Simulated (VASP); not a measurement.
Here is a VASP 6.6.1 calculation.

File INCAR:

```
PREC = Accurate ; ENCUT = 520
EDIFF = 1E-7 ; ISMEAR = 0
SIGMA = 0.1 ; LREAL = F
LASPH = T ; NELM = 60
ALGO = Normal ; ISIF = 2
LWAVE = F ; LCHARG = F
GGA = PE ; NBANDS = 16
```

KPOINTS

```
regular mesh
0
Gamma
  9 9 4
```

The input POSCAR:

```
TaO
1.0
    2.4933259100      0.0000000000      0.0000000000
   -1.2466629600      2.1592835800      0.0000000000
    0.0000000000      0.0000000000      4.4783454400
Ta O
1 1
Direct
    0.0000000000      0.0000000000      0.5000000000
    0.0000000000      0.0000000000      0.0000000000
```

Potentials or basis: VASP PAW PBE potentials, release 64 (Ta_pv, O).

Command:

```sh
$ cat potpaw_PBE.64/Ta_pv/POTCAR potpaw_PBE.64/O/POTCAR > POTCAR
$ mpirun -np 1 vasp_std > vasp.out
```

Q: Predict the pressure.

A: 36.5 GPa.

Stress tensor (GPa, compression positive):
```
 94.02   0.00   0.00
  0.00  94.02   0.00
  0.00   0.00 -78.39
```

Caveat: an odd number of electrons without spin polarisation forces a metal; a magnetic or distorted state may lie lower.
